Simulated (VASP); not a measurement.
A run of VASP 6.6.1 is set up as follows.

INCAR

```
SYSTEM = Ti
  PREC = Accurate
  ENCUT = 520
  EDIFF = 1E-7
  ISMEAR = -1
  SIGMA = 0.05
  LREAL = .False.
  LASPH = .True.
  NELM = 60
  ALGO = Normal
  ISIF = 2
  LWAVE = .False.
  LCHARG = .True.
  LDIPOL = .True.
  IDIPOL = 3
  DIPOL = 0.5 0.5 0.500
  GGA = PE
  LELF = .True.
  LVHAR = .True.
  LVACPOTAV = .True.
  NBANDS = 25
```

KPOINTS

```
regular mesh
0
Gamma
  13 13 1
  0 0 0
```

POSCAR

```
Ti
1.0
    2.9399472394      0.0000000000      0.0000000000
   -1.4699736197      2.5460689951      0.0000000000
    0.0000000000      0.0000000000     20.6479000000
Ti
3
Direct
    0.0000000000      0.0000000000      0.3925746978
    0.3333333333      0.6666666667      0.4999999811
    0.0000000000      0.0000000000      0.6074253211
```

Potentials or basis: VASP PAW PBE potentials, release 64 (Ti_sv).

Launch:

```bash
$ cat potpaw_PBE.64/Ti_sv/POTCAR > POTCAR
$ mpirun -np 1 vasp_std > vasp.out
```

What does it give for the largest force?

0.006 eV/Å.

What does it give for the band gap on the k mesh?

Zero (bands 18 and 19 overlap by 1.07 eV).

Forces in eV/Å, atoms in the order of the input:
```
Ti   0.000  0.000  0.006
Ti   0.000  0.000  0.000
Ti   0.000  0.000 -0.006
```
